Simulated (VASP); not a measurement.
Write the native input for VASP 6.6.1 that does the following.

| Property | Result |
| --- | --- |
| Task | single point |
| Functional | PBEsol |
| Potentials or basis | VASP PAW PBE potentials, release 64 (K_sv, Ta_pv, O) |
| Cutoff | 520 eV |
| k mesh | 8 × 8 × 8 |
| Occupations | gaussian, width 0.05 eV |
| Spin | no spin polarisation |
| Dipole correction | no |
| Further INCAR settings | ALGO = Normal; EDIFF = 1e-06; NBANDS = 27 |

The structure of KTaO3 lies in POSCAR:

```
KTaO3
1.0
    3.9853580911      0.0000000000      0.0000000000
    0.0000000000      3.9853580911      0.0000000000
    0.0000000000      0.0000000000      3.9853580911
K Ta O
1 1 3
Direct
    0.5000000000      0.5000000000      0.5000000000
    0.0000000000      0.0000000000      0.0000000000
    0.5000000000      0.0000000000      0.0000000000
    0.0000000000      0.5000000000      0.0000000000
    0.0000000000      0.0000000000      0.5000000000
```

The input as run:

INCAR

```
SYSTEM = KTaO3
ALGO     = Normal         ! electronic algorithm
EDIFF    = 1E-6           ! SCF threshold, eV
ENCUT    = 520            ! plane-wave cutoff, eV
GGA      = PS             ! functional
ISIF     = 2              ! what is computed and relaxed
ISMEAR   = 0              ! smearing method
LASPH    = .True.         ! aspherical terms in the spheres
LCHARG   = .True.         ! write CHGCAR
LELF     = .True.         ! ELF
LREAL    = .False.        ! projectors in reciprocal space
LVHAR    = .True.       
LWAVE    = .False.        ! write WAVECAR
NBANDS   = 27             ! bands
NELM     = 100            ! most SCF steps
PREC     = Accurate       ! precision mode
SIGMA    = 0.05           ! smearing width, eV
```

KPOINTS

```
k-points
0
Gamma
  8 8 8
  0 0 0
```

Potentials or basis: VASP PAW PBE potentials, release 64 (K_sv, Ta_pv, O).

Command:

```bash
$ cat potpaw_PBE.64/K_sv/POTCAR potpaw_PBE.64/Ta_pv/POTCAR potpaw_PBE.64/O/POTCAR > POTCAR
$ mpirun -np 1 vasp_std > vasp.out
```

Results of the run:

The pressure is 0.7 GPa and the band gap on the k mesh is 2.09 eV, indirect (least direct gap 2.71 eV).

Caveat: the PAW data sets were made with another functional, which shifts forces and pressure a little; spin-orbit coupling is left out, which moves the levels of the heavy elements.

Wall time 25 s on 1 thread of Intel(R) Xeon(R) 6975P-C (Granite Rapids), on a shared host, peak memory 0.2 GiB.
